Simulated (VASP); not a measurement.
# As (R-3m) in VASP: a series of runs

The runs below take As through single point, with HSE06, LDA.

Everything below comes from runs of VASP 6.6.1. Logs are shortened: lines on timing, memory, paths and dates and some standing lists are left out, and cuts for length are marked.

## Step 1: The cell of the first run

Symmetry: R-3m, No. 166, trigonal system. The conventional cell has a = 3.787 Å, b = 3.787 Å, c = 10.612 Å, α = 90.00°, β = 90.00°, γ = 120.00°. As (site symmetry 3m) has 6 As at 2.52 to 3.16 Å within 3.3 Å.

## Step 2: Single point, HSE06

Input file POSCAR:

```
As
1.0
    1.8932528703      1.0930700543      3.5373346065
   -1.8932528703      1.0930700543      3.5373346065
    0.0000000000     -2.1861401086      3.5373346065
As
2
Direct
    0.2260000000      0.2260000000      0.2260000000
    0.7740000000      0.7740000000      0.7740000000
```

Input file INCAR.step1:

```
SYSTEM = As
PREC = Accurate
ENCUT = 520
EDIFF = 1E-5
ISMEAR = -1
SIGMA = 0.05
LREAL = .FALSE.
LASPH = .TRUE.
NELM = 80
ALGO = Normal
ISIF = 2
LWAVE = .TRUE.
GGA = PE
NBANDS = 12
```

Input file INCAR.step2:

```
SYSTEM = As
PREC = Accurate
ENCUT = 520
EDIFF = 1E-6
ISMEAR = -1
SIGMA = 0.05
LREAL = .FALSE.
LASPH = .TRUE.
NELM = 80
ALGO = Normal
ISIF = 2
LWAVE = .FALSE.
LCHARG = .TRUE.
GGA = PE
LHFCALC = .TRUE.
HFSCREEN = 0.2079
PRECFOCK = Normal
LELF = .TRUE.
LVHAR = .TRUE.
ISTART = 1
NBANDS = 12
```

Input file KPOINTS:

```
regular mesh
0
G
  6 6 6
  0 0 0
```

Potentials or basis: VASP PAW PBE potentials, release 64 (As).

The run is started by

```bash
cat potpaw_PBE.64/As/POTCAR > POTCAR
cp INCAR.step1 INCAR
mpirun -np 1 vasp_std > vasp.out
cp INCAR.step2 INCAR
mpirun -np 1 vasp_std > vasp.out
```

OUTCAR:

```text
SYSTEM = As
   PREC = Accurate
   ENCUT = 520
   EDIFF = 1E-6
   ISMEAR = -1
   LREAL = .FALSE.
   LASPH = .TRUE.
   NELM = 80
   ISIF = 2
   GGA = PE
   LHFCALC = .TRUE.
   HFSCREEN = 0.2079
   PRECFOCK = Normal
   ISTART = 1

 ion  position               nearest neighbor table
   1  0.226  0.226  0.226-   2 2.52   2 2.52   2 2.52
   2  0.774  0.774  0.774-   1 2.52   1 2.52   1 2.52

  LATTYP: Found a trigonal (rhomboedric) cell.
 ALAT       =     4.1583584132
 COS(alpha) =     0.5854247172

  Lattice vectors:

 A1 = (   1.8932528703,   1.0930700543,   3.5373346065)
 A2 = (  -1.8932528703,   1.0930700543,   3.5373346065)
 A3 = (   0.0000000000,  -2.1861401086,   3.5373346065)

Analysis of symmetry for initial positions (statically):
=====================================================================
 Subroutine PRICEL returns:
 Original cell was already a primitive cell.

 Routine SETGRP: Setting up the symmetry group for a
 trigonal (rhombohedral) supercell.

 Subroutine GETGRP returns: Found 12 space group operations
 (whereof 12 operations were pure point group operations)
 out of a pool of 12 trial point group operations.

The static configuration has the point symmetry D_3d.

Analysis of symmetry for dynamics (positions and initial velocities):
=====================================================================
 Subroutine PRICEL returns:
 Original cell was already a primitive cell.

 Routine SETGRP: Setting up the symmetry group for a
 trigonal (rhombohedral) supercell.

 Subroutine GETGRP returns: Found 12 space group operations
 (whereof 12 operations were pure point group operations)
 out of a pool of 12 trial point group operations.

The dynamic configuration has the point symmetry D_3d.

 Subroutine INISYM returns: Found 12 space group operations
 (whereof 12 operations are pure point group operations),
 and found     1 'primitive' translations

----------------------------------------------------------------------------------------

                                     Primitive cell

  volume of cell :      43.9222

  direct lattice vectors                    reciprocal lattice vectors
     1.893252870  1.093070054  3.537334606     0.264095731  0.152475741  0.094232910
    -1.893252870  1.093070054  3.537334606    -0.264095731  0.152475741  0.094232910
     0.000000000 -2.186140109  3.537334606     0.000000000 -0.304951482  0.094232910

  length of vectors
     4.158358413  4.158358413  4.158358413     0.319179022  0.319179022  0.319179022

  position of ions in fractional coordinates (direct lattice)
     0.226000000  0.226000000  0.226000000
     0.774000000  0.774000000  0.774000000

  ion indices of the primitive-cell ions
   primitive index   ion index
                 1           1
                 2           2

----------------------------------------------------------------------------------------

 KPOINTS: regular mesh

Automatic generation of k-mesh.
 Grid dimensions read from file:
 generate k-points for:    6    6    6

 Generating k-lattice:

  Cartesian coordinates                     Fractional coordinates (reciprocal lattice)
     0.044015955  0.025412624  0.015705485     0.166666667  0.000000000  0.000000000
    -0.044015955  0.025412624  0.015705485     0.000000000  0.166666667  0.000000000
     0.000000000 -0.050825247  0.015705485     0.000000000  0.000000000  0.166666667

  Length of vectors
     0.053196504  0.053196504  0.053196504

  Shift w.r.t. Gamma in fractional coordinates (k-lattice)
     0.000000000  0.000000000  0.000000000

 Subroutine IBZKPT returns following result:
 ===========================================

 Found     32 irreducible k-points:

 Following reciprocal coordinates:
            Coordinates               Weight
  0.000000  0.000000  0.000000      1.000000
  0.166667  0.000000  0.000000      6.000000
  0.333333  0.000000 -0.000000      6.000000
  0.500000  0.000000 -0.000000      3.000000
  0.166667  0.166667  0.000000      6.000000
  0.333333  0.166667 -0.000000     12.000000
[... 16 lines left out ...]
  0.500000  0.500000  0.166667      6.000000
 -0.333333  0.500000  0.166667     12.000000
 [... further k-points ...]
   k-points           NKPTS =     32   k-points in BZ     NKDIM =    216   number of bands    NBANDS=     12
   number of dos      NEDOS =    301   number of ions     NIONS =      2
   total plane-waves  NPLWV =  32768
   dimension x,y,z NGX =    32 NGY =   32 NGZ =   32
   dimension x,y,z NGXF=    64 NGYF=   64 NGZF=   64
   ions per type =               2
   NGX,Y,Z   is equivalent  to a cutoff of  12.79, 12.79, 12.79 a.u.
   NGXF,Y,Z  is equivalent  to a cutoff of  25.59, 25.59, 25.59 a.u.
 SYSTEM =  As
   PREC   = accura    normal or accurate (medium, high low for compatibility)
   ISTART =      1    job   : 0-new  1-cont  2-samecut
   ICHARG =      0    charge: 1-file 2-atom 10-const
   ISPIN  =      1    spin polarized calculation?
   LNONCOLLINEAR =      F non collinear calculations
   LSORBIT =      F    spin-orbit coupling
   LASPH  =      T    aspherical Exc in radial PAW
   ENCUT  =  520.0 eV  38.22 Ry    6.18 a.u.   7.73  7.73  7.73*2*pi/ulx,y,z
   NELM   =     80;   NELMIN=  2; NELMDL=  0     # of ELM steps
   EDIFF  = 0.1E-05   stopping-criterion for ELM
   LREAL  =      F    real-space projection
   EDIFFG = 0.1E-04   stopping-criterion for IOM
   NSW    =      0    number of steps for IOM
   IBRION =     -1    ionic relax: 0-MD 1-quasi-New 2-CG
   NFREE  =      0    steps in history (QN), initial steepest desc. (CG)
   ISIF   =      2    stress and relaxation
   ISYM   =      3    0-nonsym 1-usesym 2-fastsym
   POTIM  = 0.5000    time-step for ionic-motion
   TEBEG  =    0.0;   TEEND  =   0.0 temperature during run
   PSTRESS=    0.0 pullay stress
   NELECT =      10.0000    total number of electrons
   NUPDOWN=      -1.0000    fix difference up-down
   EMIN   =  10.00;   EMAX   =-10.00  energy-range for DOS
   EFERMI =   0.00;   METHOD = LEGACY
   ISMEAR =    -1;   SIGMA  =   0.05  broadening in eV -4-tet -1-fermi 0-gaus
   EFERMI_NEDOS =   21; number of points for ismear=-14 and -15
   IALGO  =     38    algorithm
   IMIX   =      1    mixing-type and parameters
     AMIX     =   0.40;   BMIX     =  1.00
     AMIX_MAG =   1.60;   BMIX_MAG =  1.00
  volume/ion in A,a.u.               =      21.96       148.20
  Fermi-wavevector in a.u.,A,eV,Ry     =   0.999647  1.889060 13.596232  0.999295
  Thomas-Fermi vector in A             =   2.131951
   LORBIT       =      0    0 simple, 1 ext, 2 COOP (PROOUT), +10 PAW based schemes
   GGA     = PE    functional components
   LHFCALC =     T    Hartree Fock is set to
   PRECFOCK=normal    Normal, Fast or Accurate (Low or Medium for compatibility)
   ENCUT4O =  -1.0   cutoff for four orbital integrals eV
   NKREDX  =     1    reduce k-point grid by
   NKREDY  =     1    reduce k-point grid by
   NKREDZ  =     1    reduce k-point grid by
   AEXX    =    0.2500 exact exchange contribution
   HFSCREEN=    0.2079 screening length (either q_TF or 0.3 A-1)
   HFSCREENC=   0.2079 screening length for correlation (either q_TF or 0.3 A-1)
   ENCUTFOCK=  -1.0 apply spherical cutoff to Coloumb kernel
   IVDW    =     0    specifies the selected vdW correction
   LEPSILON=     F    determine dielectric tensor
   LRPA    =     F    only Hartree local field effects (RPA)
 non-spin polarized calculation
  energy-cutoff  :      520.00
  volume of cell :       43.92
 maximum number of plane-waves:      1196
  NGX = 24; NGY = 24; NGZ = 24

 number of electron       9.9999999 magnetization

 Free energy of the ion-electron system (eV)
  ---------------------------------------------------
  ext. energy  EPLUGINS =         0.00000000
  ---------------------------------------------------
  free energy    TOTEN  =       -11.21648185 eV

  energy without entropy =      -11.21413117  energy(sigma->0) =      -11.21530651

 E-fermi :   5.1266     XC(G=0):  -8.2281

 val. band max:        5.1170960228   @ k =   0.3333   0.1667   0.1667
 cond. band min:       5.8011658345   @ k =   0.5000   0.0000  -0.0000
 fundamental gap:      0.6840698117
 Fermi energy:         5.1265545013

 k-point     1 :       0.0000    0.0000    0.0000
  band No.  band energies     occupation
      1     -11.5061      2.00000
      2      -1.3376      2.00000
      3       2.2870      2.00000
      4       2.7483      2.00000
      5       2.7483      2.00000
      6       7.0707      0.00000
      7       8.4872      0.00000
      8       8.4872      0.00000
      9      12.5780      0.00000
     10      12.5780      0.00000
     11      13.1210      0.00000
     12      14.5144      0.00000

 k-point     2 :       0.1667    0.0000    0.0000
  band No.  band energies     occupation
      1     -11.1036      2.00000
      2      -2.6622      2.00000
      3       2.1417      2.00000
      4       2.4707      2.00000
      5       2.9843      2.00000
      6       7.2317      0.00000
      7       8.0141      0.00000
      8       8.1654      0.00000
      9      11.2867      0.00000
     10      12.1330      0.00000
     11      12.5893      0.00000
     12      16.5176      0.00000

 k-point     3 :       0.3333    0.0000   -0.0000
  band No.  band energies     occupation
      1      -9.9305      2.00000
      2      -5.2336      2.00000
      3       1.8838      2.00000
      4       2.0226      2.00000
      5       3.8540      2.00000
      6       5.9130      0.00000
      7       6.7027      0.00000
      8       7.2920      0.00000
      9      12.4931      0.00000
     10      13.5997      0.00000
     11      14.7095      0.00000
     12      18.1173      0.00000

 k-point     4 :       0.5000    0.0000   -0.0000
  band No.  band energies     occupation
      1      -8.5466      2.00000
      2      -7.1907      2.00000
      3       1.8356      2.00000
      4       1.9092      2.00000
      5       4.5891      1.99996
      6       5.0132      1.81208
      7       5.8012      0.00000
      8       6.8847      0.00000
      9      14.7786      0.00000
     10      14.8784      0.00000
     11      17.3318      0.00000
     12      17.4635      0.00000

 k-point     5 :       0.1667    0.1667    0.0000
  band No.  band energies     occupation
      1     -11.0214      2.00000
      2      -2.7458      2.00000
      3       1.3311      2.00000
      4       2.0004      2.00000
      5       3.8713      2.00000
      6       6.7420      0.00000
      7       7.7371      0.00000
      8       9.2525      0.00000
      9      11.4108      0.00000
     10      12.9310      0.00000
     11      13.4295      0.00000
     12      15.3784      0.00000
[... 228 lines left out ...]
      1      -8.2605      2.00000
      2      -6.6355      2.00000
      3      -0.6297      2.00000
      4      -0.5062      2.00000
      5       3.6747      2.00000
      6       6.5108      0.00000
      7       9.8470      0.00000
      8      10.2116      0.00000
      9      12.5455      0.00000
     10      13.4095      0.00000
     11      17.9699      0.00000
     12      18.5365      0.00000

 k-point    22 :      -0.1667    0.3333    0.1667
  band No.  band energies     occupation
      1      -8.9682      2.00000
      2      -5.8526      2.00000
      3      -0.5291      2.00000
      4       0.9256      2.00000
      5       2.4319      2.00000
      6       7.0825      0.00000
      7       8.8555      0.00000
      8       9.3323      0.00000
      9      11.8850      0.00000
     10      15.5387      0.00000
     11      16.2569      0.00000
     12      17.8621      0.00000

 k-point    23 :       0.5000    0.5000    0.1667
  band No.  band energies     occupation
      1      -9.1096      2.00000
      2      -5.3157      2.00000
      3      -1.5758      2.00000
      4       0.8909      2.00000
      5       1.7275      2.00000
      6       7.6326      0.00000
      7      10.0513      0.00000
      8      11.8619      0.00000
      9      12.1951      0.00000
     10      16.6739      0.00000
     11      17.2239      0.00000
     12      17.5961      0.00000

 k-point    24 :      -0.3333    0.5000    0.1667
  band No.  band energies     occupation
      1      -8.2584      2.00000
      2      -6.2033      2.00000
      3      -1.5910      2.00000
      4      -0.5203      2.00000
      5       2.6306      2.00000
      6       7.7780      0.00000
      7       9.4208      0.00000
      8      12.2595      0.00000
      9      12.4903      0.00000
     10      14.3799      0.00000
     11      17.5626      0.00000
     12      18.6284      0.00000

 [... further k-points ...]

------------------------ aborting loop because EDIFF is reached ----------------------------------------

  FORCE on cell =-STRESS in cart. coord.  units (eV):
  Direction    XX          YY          ZZ          XY          YZ          ZX
  --------------------------------------------------------------------------------------
  -------------------------------------------------------------------------------------
  Total       -0.3606953     -0.3606953     -0.1557986      0.0000000      0.0000000      0.0000000
  in kB      -13.1573101    -13.1573101     -5.6831648      0.0000000      0.0000000      0.0000000
  external PRESSURE =     -10.6659283 kB  Pullay stress =       0.0000000 kB

 VOLUME and BASIS-vectors are now :
 -----------------------------------------------------------------------------
  energy-cutoff  :      520.00
  volume of cell :       43.92
      direct lattice vectors                 reciprocal lattice vectors
     1.893252870  1.093070054  3.537334606     0.264095731  0.152475741  0.094232910
    -1.893252870  1.093070054  3.537334606    -0.264095731  0.152475741  0.094232910
     0.000000000 -2.186140109  3.537334606     0.000000000 -0.304951482  0.094232910

 POSITION                                       TOTAL-FORCE (eV/Angst)
 -----------------------------------------------------------------------------------
      0.00000      0.00000      2.39831         0.000000      0.000000     -0.085203
      0.00000      0.00000      8.21369         0.000000     -0.000000      0.085203
 -----------------------------------------------------------------------------------
    total drift:                               -0.000000     -0.000000      0.000000

  FREE ENERGIE OF THE ION-ELECTRON SYSTEM (eV)
  ---------------------------------------------------
  free  energy   TOTEN  =       -11.2164818498 eV

  energy  without entropy=      -11.2141311700  energy(sigma->0) =      -11.21530651
```

Run time: 24 min. Hardware: 1 thread of Intel Xeon Platinum 8559C (Emerald Rapids), shared host; peak memory 0.3 GiB.

Results:

```yaml
Free_energy: -11.2165 eV
Pressure: -1.1 GPa
Largest_force: 0.085 eV/Å
Band_gap_on_the_k_mesh: zero (bands 5 and 6 overlap by 0.10 eV)
```

Forces on the atoms (eV/Å):
```
As   0.000  0.000 -0.085
As   0.000  0.000  0.085
```

Levels at points of the mesh, in eV from the Fermi level:
```csv
k point,band 3,band 4,band 5,band 6,band 7,band 8
"(0.00, 0.00, 0.00)",-2.84,-2.38,-2.38,1.94,3.36,3.36
"(0.50, 0.00, 0.00)",-3.29,-3.22,-0.54,-0.11,0.67,1.76
"(0.50, 0.50, 0.00)",-6.62,-4.71,-4.64,1.78,6.11,7.57
"(0.50, 0.50, 0.50)",-2.12,-2.12,-0.48,1.05,1.05,1.94
```

Caveat: the PAW data sets were made with another functional, which shifts forces and pressure a little.

## Step 3: Single point, LDA, non-collinear spin, zero start, spin-orbit coupling

This run uses another cell than the first one, of 21.53 Å³/atom.

Input file INCAR:

```
  PREC = Accurate
  ENCUT = 600
  EDIFF = 1E-6
  ISMEAR = -1
  SIGMA = 0.05
  LREAL = False
  LASPH = True
  NELM = 200
  ALGO = Normal
  ISIF = 2
  LWAVE = False
  LCHARG = True
  LNONCOLLINEAR = True
  MAGMOM = 0 0 0 0 0 0
  LORBIT = 11
  LSORBIT = True
  GGA_COMPAT = False
  LORBMOM = True
  GGA = CA
  LVHAR = True
  NBANDS = 42
```

Input file KPOINTS:

```
Automatic mesh
0
Gamma
  7 7 7
```

Input file POSCAR:

```
As
1.0
    1.8807968987      1.0858785957      3.5140619945
   -1.8807968987      1.0858785957      3.5140619945
    0.0000000000     -2.1717571915      3.5140619945
As
2
Direct
    0.2260000000      0.2260000000      0.2260000000
    0.7740000000      0.7740000000      0.7740000000
```

Potentials or basis: VASP PAW LDA potentials, release 64 (As_d).

The run is started by

```bash
cat potpaw_LDA.64/As_d/POTCAR > POTCAR
mpirun -np 1 vasp_ncl > vasp.out
```

Wall time 3.8 min (1 thread of AMD EPYC 7R43 (Zen 3), shared host); peak memory 0.33 GiB.

It converged, with:

```
Free energy                                           : -10.8123 eV
Pressure                                              : -1.3 GPa
Largest force                                         : 0.262 eV/Å
Net moment                                            : 0.00 μB per cell
Valence electrons inside the program's atomic spheres : As 13.49
```

Forces on the atoms (eV/Å):
```
As   0.000  0.000  0.262
As   0.000  0.000 -0.262
```

Stress tensor (GPa, compression positive):
```
-0.99  0.00  0.00
 0.00 -0.99  0.00
 0.00  0.00 -1.82
```

Moments on the atoms (μB; x, y, z):
```
As  0.00 0.00 0.00
As  0.00 0.00 0.00
```
